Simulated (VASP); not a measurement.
Wanted: the native input for a VASP 6.6.1 run.

| Quantity | Value |
| --- | --- |
| Task | single point |
| Functional | PBE |
| Potentials or basis | VASP PAW PBE potentials, release 64 (Si, Ti_sv) |
| Cutoff | 520 eV |
| k mesh | 4 × 4 × 4, shifted |
| Occupations | gaussian, width 0.1 eV |
| Spin | no spin polarisation |
| Dipole correction | no |
| Further INCAR settings | LREAL = Auto; ALGO = Normal; EDIFF = 1e-07; NBANDS = 99 |

The structure of Ti14Si (a cell with a defect) lies in POSCAR:

```
Ti14Si
1.0
   -4.1120350457     -4.1120350457     -4.1120350457
   -4.1120350457      4.1120350457      4.1120350457
    4.1120350457      4.1120350457     -4.1120350457
Si Ti
1 14
Direct
    0.6250000235      0.0000000000      0.3749999654
    0.2511718622      0.0000000000      0.7488281267
    0.7371848650      0.4787353410      0.7415504649
    0.7528043817      0.2556089596      0.0028044508
    0.4813195846      0.2528412303      0.2313195266
    0.2528045088      0.2556089596      0.5028045668
    0.0215217037      0.2528412303      0.7715216346
   -0.0011719258      0.0000000000      0.0011719258
    0.7686804623      0.7471587586      0.5186804043
    0.4971955436      0.7443910293      0.7471956017
    0.5128151819      0.5212646478      0.0084494659
    0.2584495239      0.5212647694      0.2628152455
   -0.0084494659      0.4787353410      0.4871848070
    0.2284783543      0.7471587586     -0.0215217037
   -0.0028045724      0.7443910293      0.2471954856
```

One way to write it, as run:

INCAR

```
ALGO = Normal ; EDIFF = 1E-7
ENCUT = 520 ; GGA = PE
ISIF = 2 ; ISMEAR = 0
LASPH = True ; LCHARG = False
LREAL = Auto ; LWAVE = False
NBANDS = 99 ; NELM = 80
PREC = Accurate ; SIGMA = 0.1
```

KPOINTS

```
Automatic mesh
0
Gamma
  4 4 4
  0.5 0.5 0.5
```

Potentials or basis: VASP PAW PBE potentials, release 64 (Si, Ti_sv).

The run is started by

```bash
$ cat potpaw_PBE.64/Si/POTCAR potpaw_PBE.64/Ti_sv/POTCAR > POTCAR
$ mpirun -np 1 vasp_std > vasp.out
```

It gave:

```
Pressure               : -3.4 GPa
Largest force          : 0.012 eV/Å
Band gap on the k mesh : zero (bands 86 and 87 overlap by 0.15 eV)
```

Run time: 31 min on 1 thread of Oxide Virtual Turin-like Processor (shared host), peak memory 0.51 GiB.
